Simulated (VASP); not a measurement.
Runs of VASP 6.6.1 on HfN. The structure is that of space group F-43m (No. 216), or close to it. The cells are those of the table. 

```tsv
cell	gap on the mesh (eV)	pressure (GPa)
a = 3.342, b = 3.342, c = 3.298 Å, angles 60.4, 60.4, 59.1°, 2 atoms	none	24.9
a = 3.602, b = 3.602, c = 3.645 Å, angles 59.6, 59.6, 60.8°, 2 atoms	none	(a)
a = 3.515, b = 3.515, c = 3.558 Å, angles 59.6, 59.6, 60.8°, 2 atoms	none	-14.1
a = 3.386, b = 3.386, c = 3.298 Å, angles 60.9, 60.9, 58.3°, 2 atoms	none	17.3
a = 3.559, b = 3.559, c = 3.472 Å, angles 60.8, 60.8, 58.4°, 2 atoms	none	-14.1
```

Alike in all rows: task single point; level PBEsol; potentials or basis VASP PAW PBE potentials, release 64 (Hf_pv, N); no spin polarisation; k mesh 16 × 16 × 16; cutoff (eV) 520; smearing gaussian 0.15 eV.

Estimate the missing entries.

(a) -23.3.

Caveats: the PAW data sets were made with another functional, which shifts forces and pressure a little; spin-orbit coupling is left out, which moves the levels of the heavy elements.

A k mesh can miss the band edges, and the runs leave out spin-orbit coupling on Hf.

A gap of «none» marks levels without a gap at the run's occupations.
